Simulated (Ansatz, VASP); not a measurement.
# Sr: VASP beside Ansatz

INCAR

```
PREC = Accurate ; ENCUT = 520
EDIFF = 1E-6 ; ISMEAR = 0
SIGMA = 0.03 ; LREAL = False
LASPH = True ; NELM = 100
ALGO = Normal ; ISIF = 2
LWAVE = False ; LCHARG = False
GGA = PE ; IVDW = 12
NBANDS = 11
```

File KPOINTS:

```
Automatic mesh
0
Gamma
  6 6 8
```

POSCAR

```
Sr
1.0
   10.9876299658      0.0000000000      0.0000000000
   -5.4938149829      9.5155666777      0.0000000000
    0.0000000000      0.0000000000      4.6421675055
Sr
1
Direct
    0.0000000000      0.0000000000      0.0000000000
```

Input for Ansatz:

```yaml
crystal:
  lattice:
    - [10.9876299658, 0.0, 0.0]
    - [-5.4938149829, 9.5155666777, 0.0]
    - [0.0, 0.0, 4.6421675055]
  atoms:
    - { symbol: Sr, position: [0.0, 0.0, 0.0] }
basis:
  ecutwfc: 420
kpoints:
  mp_grid: { grid: [6, 6, 8] }
hamiltonian:
  xc: pbe
  dispersion: d3bj
scf:
  occupations: { method: gaussian, width: 0.03 }
output:
  forces: true
  stress: true
  eigenvalues: true
```

Change from the starting cell: strain +0.0500 x Voigt [0, 0, 1, 0, 0, 0], atoms carried along.

Alike in both runs: task single point; functional PBE; dispersion D3(BJ); k mesh 6 × 6 × 8; occupations gaussian, width 0.03 eV; no spin polarisation.

|  | VASP | Ansatz |
| --- | --- | --- |
| version | VASP 6.6.1 | Ansatz 0.2.0 |
| potentials or method | VASP PAW PBE potentials, release 64 (Sr_sv), cutoff 520 eV | scalar-relativistic, plane waves, PAW |
| valence electrons in the cell | 10 | 10 |

```tsv
	VASP	Ansatz	Ansatz less VASP
gap on the k mesh at the Fermi level (eV)	0.41	0.40	-0.007
least direct gap on the mesh (eV)	0.42	0.41	-0.007
pressure (GPa)	0.0	0.0	0.00
```
